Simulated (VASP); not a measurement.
Here is a VASP 6.6.1 calculation.

Contents of INCAR:

```
PREC     = Accurate       # precision mode
ENCUT    = 520            # plane-wave cutoff, eV
EDIFF    = 1E-6           # SCF threshold, eV
ISMEAR   = -1             # smearing method
SIGMA    = 0.1            # smearing width, eV
LREAL    = False          # projectors in reciprocal space
LASPH    = True           # aspherical terms in the spheres
NELM     = 80             # most SCF steps
ALGO     = Normal         # electronic algorithm
ISIF     = 2              # what is computed and relaxed
LWAVE    = False          # write WAVECAR
LCHARG   = False          # write CHGCAR
GGA      = PE             # functional
NBANDS   = 18             # bands
```

File KPOINTS:

```
regular mesh
0
Gamma
  14 14 14
```

POSCAR

```
Cu
1.0
    0.0000000000      2.4914813484      2.4914813484
    2.4914813484      0.0000000000      2.4914813484
    2.4914813484      2.4914813484      0.0000000000
Cu
2
Direct
   -0.1250000000     -0.1250000000     -0.1250000000
    0.1250000000      0.1250000000      0.1250000000
```

Potentials or basis: VASP PAW PBE potentials, release 64 (Cu).

The run is started by

```bash
$ cat potpaw_PBE.64/Cu/POTCAR > POTCAR
$ mpirun -np 1 vasp_std > vasp.out
```

(1) Predict the pressure.

(2) Estimate the band gap on the k mesh.

## Answers

(1) 20.1 GPa.

(2) zero (band 11 reaches 5.45 eV, above the bottom of band 12 at 4.38 eV).
